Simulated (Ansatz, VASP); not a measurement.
## HfO2: VASP beside Ansatz

INCAR

```
  PREC = Accurate
  ENCUT = 520
  EDIFF = 1E-6
  ISMEAR = -1
  SIGMA = 0.01
  LREAL = False
  LASPH = True
  NELM = 100
  ALGO = Normal
  ISIF = 2
  LWAVE = False
  LCHARG = False
  GGA = PE
  NBANDS = 18
```

File KPOINTS:

```
Automatic mesh
0
Gamma
  9 9 9
```

The input POSCAR:

```
HfO2
1.0
    0.0000000000      2.4807750000      2.5575000000
    2.4807750000      0.0000000000      2.5575000000
    2.4807750000      2.4807750000      0.0000000000
Hf O
1 2
Direct
    0.0000000000      0.0000000000      0.0000000000
    0.2500000000      0.2500000000      0.2500000000
    0.7500000000      0.7500000000      0.7500000000
```

Input for Ansatz:

```yaml
crystal:
  lattice:
    - [0.0, 2.480775, 2.5575]
    - [2.480775, 0.0, 2.5575]
    - [2.480775, 2.480775, 0.0]
  atoms:
    - { symbol: Hf, position: [0.0, 0.0, 0.0] }
    - { symbol: O, position: [0.25, 0.25, 0.25] }
    - { symbol: O, position: [0.75, 0.75, 0.75] }
kpoints:
  mp_grid: { grid: [9, 9, 9] }
  band_path:
    path:
      - [0.0, 0.0, 0.0]
      - [0.0, 0.5, 0.5]
      - [0.25, 0.75, 0.5]
      - [0.0, 0.5, 0.0]
      - [0.0, 0.0, 0.0]
      - [0.5, 0.5, 0.0]
      - [0.3676125, 0.6323875, 0.0]
      - [-0.3676125, 0.3676125, 0.0]
      - [0.0, 0.0, 0.0]
    npoints: 5
scf:
  occupations: { method: fermi_dirac, width: 0.01 }
hamiltonian:
  xc: pbe
  pseudopotentials: { kind: all_electron, lapw: { basis_error: 0.001 } }
output:
  forces: true
  stress: true
  eigenvalues: true
```

Change from the starting cell: equal xx and yy strain of -3 %.

Alike in both runs: task single point; functional PBE; k mesh 9 × 9 × 9; occupations fermi-dirac, width 0.01 eV; no spin polarisation.

|  | VASP | Ansatz |
| --- | --- | --- |
| version | VASP 6.6.1 | Ansatz 0.2.0 |
| potentials or method | VASP PAW PBE potentials, release 64 (Hf_pv, O), cutoff 520 eV | all-electron LAPW, scalar-relativistic |

```csv
,VASP,Ansatz,Ansatz less VASP
gap on the k mesh at the Fermi level (eV),3.67,3.66,-0.014
pressure (GPa),9.8,13.9,+4.13
"traceless stress, the component that is largest in VASP (GPa)",-9.98,-9.79,+0.192
```

One of these differences is far larger than is usual between the two programs; its cause wasn't traced. Ansatz ran all-electron here, and VASP with PAW potentials.

Neither program's run includes spin-orbit coupling.
